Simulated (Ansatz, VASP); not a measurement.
**GaN: VASP beside Ansatz**

```
Ga N
1.0
     3.16723    0.00000    0.00000
    -1.58362    2.74290    0.00000
     0.00000    0.00000    5.15771
Ga N
2 2
Direct
  0.33333 0.66667 0.99911
  0.66667 0.33333 0.49911
  0.33333 0.66667 0.37589
  0.66667 0.33333 0.87589
```

Change from the starting cell: hydrostatic strain -0.5%.

Alike in both runs: task single point; functional r2SCAN; k mesh 12 × 12 × 6; no spin polarisation.

```csv
,VASP,Ansatz
version,VASP 6.6.1,Ansatz 0.2.0
potentials or method,"VASP PAW PBE potentials, release 64 (Ga_d, N)","plane waves, PAW"
plane-wave cutoff (eV),520,500
occupations,"gaussian, width 0.01 eV",fixed
valence electrons in the cell,36,36
```

```csv
,VASP,Ansatz,Ansatz less VASP
gap on the k mesh at the Fermi level (eV),2.45,2.46,+0.008
pressure (GPa),4.2,3.1,-1.14
"traceless stress, the component that is largest in VASP (GPa)",-0.12,-0.01,+0.114
rms of the force components (eV/Å),0.004,0.001,-0.0030
```

VASP's potentials were made for PBE, not for r2SCAN. Atom by atom the forces differ by 0.003 eV/Å (rms over components).
